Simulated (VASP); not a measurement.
# Ru (Fd-3m) in VASP: a series of runs, part 2 of 3

VASP 6.6.1. Earlier steps stand in the parts before.

### 4 Single point, LDA (volume scaled by 1.12)

The input, INCAR:

```
SYSTEM = Ru
PREC     = Accurate       ! precision mode
ENCUT    = 520            ! plane-wave cutoff, eV
EDIFF    = 1E-6           ! SCF threshold, eV
ISMEAR   = -1             ! smearing method
SIGMA    = 0.1            ! smearing width, eV
LREAL    = .False.        ! projectors in reciprocal space
LASPH    = .True.         ! aspherical terms in the spheres
NELM     = 60             ! most SCF steps
ALGO     = Normal         ! electronic algorithm
ISIF     = 2              ! what is computed and relaxed
LWAVE    = .False.        ! write WAVECAR
LCHARG   = .False.        ! write CHGCAR
GGA      = CA             ! functional
NBANDS   = 21             ! bands
```

The input, KPOINTS:

```
Automatic mesh
0
Gamma
  11 11 11
  0 0 0
```

The input, POSCAR:

```
Ru
1.0
    0.0000000000      2.7811890187      2.7811890187
    2.7811890187      0.0000000000      2.7811890187
    2.7811890187      2.7811890187      0.0000000000
Ru
2
Direct
    0.1250000000      0.1250000000      0.1250000000
    0.8750000000      0.8750000000      0.8750000000
```

Potentials or basis: VASP PAW LDA potentials, release 64 (Ru_pv).

On the command line:

```
> cat potpaw_LDA.64/Ru_pv/POTCAR > POTCAR
> mpirun -np 1 vasp_std > vasp.out
```

OUTCAR:

```text
SYSTEM = Ru
   PREC = Accurate
   ENCUT = 520
   EDIFF = 1E-6
   ISMEAR = -1
   LREAL = .False.
   LASPH = .True.
   NELM = 60
   ISIF = 2
   GGA = CA

 ion  position               nearest neighbor table
   1  0.125  0.125  0.125-   2 2.41   2 2.41   2 2.41   2 2.41
   2  0.875  0.875  0.875-   1 2.41   1 2.41   1 2.41   1 2.41

  LATTYP: Found a face centered cubic cell.
 ALAT       =     5.5623780374

  Lattice vectors:

 A1 = (   0.0000000000,   2.7811890187,   2.7811890187)
 A2 = (   2.7811890187,   0.0000000000,   2.7811890187)
 A3 = (   2.7811890187,   2.7811890187,   0.0000000000)

Analysis of symmetry for initial positions (statically):
=====================================================================
 Subroutine PRICEL returns:
 Original cell was already a primitive cell.

 Routine SETGRP: Setting up the symmetry group for a
 face centered cubic supercell.

 Subroutine GETGRP returns: Found 48 space group operations
 (whereof 12 operations were pure point group operations)
 out of a pool of 48 trial point group operations.

The static configuration has the point symmetry D_3d.
 The point group associated with its full space group is O_h .

Analysis of symmetry for dynamics (positions and initial velocities):
=====================================================================
 Subroutine PRICEL returns:
 Original cell was already a primitive cell.

 Routine SETGRP: Setting up the symmetry group for a
 face centered cubic supercell.

 Subroutine GETGRP returns: Found 48 space group operations
 (whereof 12 operations were pure point group operations)
 out of a pool of 48 trial point group operations.

The dynamic configuration has the point symmetry D_3d.
 The point group associated with its full space group is O_h .

 Subroutine INISYM returns: Found 48 space group operations
 (whereof 12 operations are pure point group operations),
 and found     1 'primitive' translations

----------------------------------------------------------------------------------------

                                     Primitive cell

  volume of cell :      43.0251

  direct lattice vectors                    reciprocal lattice vectors
     0.000000000  2.781189019  2.781189019    -0.179779223  0.179779223  0.179779223
     2.781189019  0.000000000  2.781189019     0.179779223 -0.179779223  0.179779223
     2.781189019  2.781189019  0.000000000     0.179779223  0.179779223 -0.179779223

  length of vectors
     3.933195230  3.933195230  3.933195230     0.311386748  0.311386748  0.311386748

  position of ions in fractional coordinates (direct lattice)
     0.125000000  0.125000000  0.125000000
     0.875000000  0.875000000  0.875000000

  ion indices of the primitive-cell ions
   primitive index   ion index
                 1           1
                 2           2

----------------------------------------------------------------------------------------

 KPOINTS: Automatic mesh

Automatic generation of k-mesh.
 Grid dimensions read from file:
 generate k-points for:   11   11   11

 Generating k-lattice:

  Cartesian coordinates                     Fractional coordinates (reciprocal lattice)
    -0.016343566  0.016343566  0.016343566     0.090909091  0.000000000  0.000000000
     0.016343566 -0.016343566  0.016343566     0.000000000  0.090909091  0.000000000
     0.016343566  0.016343566 -0.016343566     0.000000000  0.000000000  0.090909091

  Length of vectors
     0.028307886  0.028307886  0.028307886

  Shift w.r.t. Gamma in fractional coordinates (k-lattice)
     0.000000000  0.000000000  0.000000000

 Subroutine IBZKPT returns following result:
 ===========================================

 Found     56 irreducible k-points:

 Following reciprocal coordinates:
            Coordinates               Weight
  0.000000  0.000000  0.000000      1.000000
  0.090909  0.000000  0.000000      8.000000
  0.181818  0.000000  0.000000      8.000000
  0.272727  0.000000  0.000000      8.000000
  0.363636  0.000000  0.000000      8.000000
  0.454545  0.000000  0.000000      8.000000
[... 16 lines left out ...]
 -0.272727  0.181818  0.000000     24.000000
 -0.181818  0.181818  0.000000     12.000000
 [... further k-points ...]
   k-points           NKPTS =     56   k-points in BZ     NKDIM =     56   number of bands    NBANDS=     21
   number of dos      NEDOS =    301   number of ions     NIONS =      2
   total plane-waves  NPLWV =  27000
   dimension x,y,z NGX =    30 NGY =   30 NGZ =   30
   dimension x,y,z NGXF=    60 NGYF=   60 NGZF=   60
   ions per type =               2
   NGX,Y,Z   is equivalent  to a cutoff of  12.68, 12.68, 12.68 a.u.
   NGXF,Y,Z  is equivalent  to a cutoff of  25.36, 25.36, 25.36 a.u.
 SYSTEM =  Ru
   PREC   = accura    normal or accurate (medium, high low for compatibility)
   ISTART =      0    job   : 0-new  1-cont  2-samecut
   ICHARG =      2    charge: 1-file 2-atom 10-const
   ISPIN  =      1    spin polarized calculation?
   LNONCOLLINEAR =      F non collinear calculations
   LSORBIT =      F    spin-orbit coupling
   LASPH  =      T    aspherical Exc in radial PAW
   ENCUT  =  520.0 eV  38.22 Ry    6.18 a.u.   7.31  7.31  7.31*2*pi/ulx,y,z
   NELM   =     60;   NELMIN=  2; NELMDL= -5     # of ELM steps
   EDIFF  = 0.1E-05   stopping-criterion for ELM
   LREAL  =      F    real-space projection
   EDIFFG = 0.1E-04   stopping-criterion for IOM
   NSW    =      0    number of steps for IOM
   IBRION =     -1    ionic relax: 0-MD 1-quasi-New 2-CG
   NFREE  =      0    steps in history (QN), initial steepest desc. (CG)
   ISIF   =      2    stress and relaxation
   ISYM   =      2    0-nonsym 1-usesym 2-fastsym
   POTIM  = 0.5000    time-step for ionic-motion
   TEBEG  =    0.0;   TEEND  =   0.0 temperature during run
   PSTRESS=    0.0 pullay stress
   NELECT =      28.0000    total number of electrons
   NUPDOWN=      -1.0000    fix difference up-down
   EMIN   =  10.00;   EMAX   =-10.00  energy-range for DOS
   EFERMI =   0.00;   METHOD = LEGACY
   ISMEAR =    -1;   SIGMA  =   0.10  broadening in eV -4-tet -1-fermi 0-gaus
   EFERMI_NEDOS =   21; number of points for ismear=-14 and -15
   IALGO  =     38    algorithm
   IMIX   =      4    mixing-type and parameters
     AMIX     =   0.40;   BMIX     =  1.00
     AMIX_MAG =   1.60;   BMIX_MAG =  1.00
  volume/ion in A,a.u.               =      21.51       145.17
  Fermi-wavevector in a.u.,A,eV,Ry     =   1.418688  2.680932 27.384128  2.012677
  Thomas-Fermi vector in A             =   2.539788
   LORBIT       =      0    0 simple, 1 ext, 2 COOP (PROOUT), +10 PAW based schemes
   GGA     = CA    functional components
   LHFCALC =     F    Hartree Fock is set to
   AEXX    =    0.0000 exact exchange contribution
   IVDW    =     0    specifies the selected vdW correction
   LEPSILON=     F    determine dielectric tensor
   LRPA    =     F    only Hartree local field effects (RPA)
 non-spin polarized calculation
  energy-cutoff  :      520.00
  volume of cell :       43.03
 maximum number of plane-waves:      1191
 NGX is ok and might be reduce to    30
   NGX = 15   NGY = 15   NGZ = 15

 number of electron      28.0000000 magnetization

 Free energy of the ion-electron system (eV)
  ---------------------------------------------------
  ext. energy  EPLUGINS =         0.00000000
  ---------------------------------------------------
  free energy    TOTEN  =       -18.36969631 eV

  energy without entropy =      -18.30286119  energy(sigma->0) =      -18.33627875

 E-fermi :   6.0730     XC(G=0): -11.3330

 val. band max:        6.0701816748   @ k =   0.4545   0.2727   0.0909
 cond. band min:       6.1016030162   @ k =   0.3636   0.2727   0.0909
 fundamental gap:      0.0314213413
 Fermi energy:         6.0730157998

 k-point     1 :       0.0000    0.0000    0.0000
  band No.  band energies     occupation
      1     -36.7367      2.00000
      2     -36.7367      2.00000
      3     -36.7367      2.00000
      4     -35.9859      2.00000
      5     -35.9859      2.00000
      6     -35.9859      2.00000
[... 13 lines left out ...]
     20      18.4012      0.00000
     21      18.8828      0.00000

 k-point     2 :       0.0909    0.0000    0.0000
  band No.  band energies     occupation
      1     -36.7438      2.00000
      2     -36.7438      2.00000
      3     -36.7352      2.00000
      4     -35.9881      2.00000
      5     -35.9786      2.00000
      6     -35.9786      2.00000
[... 520 lines left out ...]
 k-point    24 :      -0.1818    0.1818    0.0000
  band No.  band energies     occupation
      1     -36.8346      2.00000
      2     -36.7838      2.00000
      3     -36.6786      2.00000
      4     -36.0482      2.00000
      5     -35.9365      2.00000
      6     -35.8867      2.00000
[... 13 lines left out ...]
     20      16.5569      0.00000
     21      16.5623      0.00000

 [... further k-points ...]
[... 5 lines left out ...]
  --------------------------------------------------------------------------------------
  -------------------------------------------------------------------------------------
  Total       -4.3722774     -4.3722774     -4.3722774     -0.0000000      0.0000000     -0.0000000
  in kB     -162.8158869   -162.8158869   -162.8158869     -0.0000000      0.0000000     -0.0000000
  external PRESSURE =    -162.8158869 kB  Pullay stress =       0.0000000 kB

 VOLUME and BASIS-vectors are now :
 -----------------------------------------------------------------------------
  energy-cutoff  :      520.00
  volume of cell :       43.03
      direct lattice vectors                 reciprocal lattice vectors
     0.000000000  2.781189019  2.781189019    -0.179779223  0.179779223  0.179779223
     2.781189019  0.000000000  2.781189019     0.179779223 -0.179779223  0.179779223
     2.781189019  2.781189019  0.000000000     0.179779223  0.179779223 -0.179779223

 POSITION                                       TOTAL-FORCE (eV/Angst)
 -----------------------------------------------------------------------------------
      0.69530      0.69530      0.69530         0.000000      0.000000      0.000000
      4.86708      4.86708      4.86708        -0.000000     -0.000000     -0.000000
 -----------------------------------------------------------------------------------
    total drift:                               -0.000000      0.000000      0.000000

  FREE ENERGIE OF THE ION-ELECTRON SYSTEM (eV)
  ---------------------------------------------------
  free  energy   TOTEN  =       -18.3696963077 eV

  energy  without entropy=      -18.3028611886  energy(sigma->0) =      -18.33627875
```

Wall time 63 s (1 thread of Intel Xeon 6975P-C, shared host); peak memory 0.17 GiB.

Results:

```
Free energy            : -18.3697 eV
Pressure               : -16.3 GPa
Band gap on the k mesh : zero (band 14 reaches 6.36 eV, above the bottom of band 15 at 5.58 eV)
```

Levels at points of the mesh, in eV from the Fermi level:
| k point | band 11 | band 12 | band 13 | band 14 | band 15 | band 16 | band 17 | band 18 |
| --- | --- | --- | --- | --- | --- | --- | --- | --- |
| (0.00, 0.00, 0.00) | -3.00 | -3.00 | -0.47 | -0.47 | -0.47 | 1.69 | 1.69 | 10.48 |

(Continued in part 3 of 3.)
